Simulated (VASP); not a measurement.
HfPb4O:

```
CELL_PARAMETERS angstrom
0.00000 4.32256 4.32256
4.32256 0.00000 4.32256
4.32256 4.32256 0.00000
ATOMIC_POSITIONS crystal
Hf 0.00000 0.00000 0.00000
Pb 0.62497 0.12510 0.62497
Pb 0.62497 0.62497 0.12510
Pb 0.62497 0.62497 0.62497
Pb 0.12510 0.62497 0.62497
O 0.25000 0.25000 0.25000
```

The cell was generated, and may not be a known phase.

- Program: VASP 6.6.1
- Task: relaxation of cell and atoms
- Functional: PBE
- Potentials or basis: VASP PAW PBE potentials, release 64 (Hf_pv, Pb_d, O)
- Cutoff: 600 eV
- k mesh: 8 × 8 × 8
- Occupations: gaussian, width 0.1 eV
- Spin: no spin polarisation

At the start: pressure 1.6 GPa; volume 26.92 Å³/atom.

Problem. How do energy, volume and symmetry change on relaxing?

Solution. Over 5 steps the energy falls by 4.3 meV/atom and the volume is 27.77 Å³/atom (+3.1 %); space group F-43m (No. 216, to 0.1 Å) before and after.

Step by step:
```tsv
step	energy change (eV)	largest force (eV/Å)	pressure (GPa)	volume (Å³)
1	0.0000	0.0436	1.64	161.53
2	-0.0243	0.0254	-0.39	168.06
3	-0.0259	0.0284	-0.01	166.70
4	-0.0259	0.0286	0.02	166.60
5	-0.0260	0.0041	0.03	166.59
```

Final structure:
```yaml
crystal:
  lattice:
    - [0.00000, 4.36725, 4.36725]
    - [4.36725, 0.00000, 4.36725]
    - [4.36725, 4.36725, 0.00000]
  atoms:
    - { symbol: Hf, position: [0.00000, 0.00000, 0.00000] }
    - { symbol: Pb, position: [0.62516, 0.12451, 0.62516] }
    - { symbol: Pb, position: [0.62516, 0.62516, 0.12451] }
    - { symbol: Pb, position: [0.62516, 0.62516, 0.62516] }
    - { symbol: Pb, position: [0.12451, 0.62516, 0.62516] }
    - { symbol: O, position: [0.25000, 0.25000, 0.25000] }
```
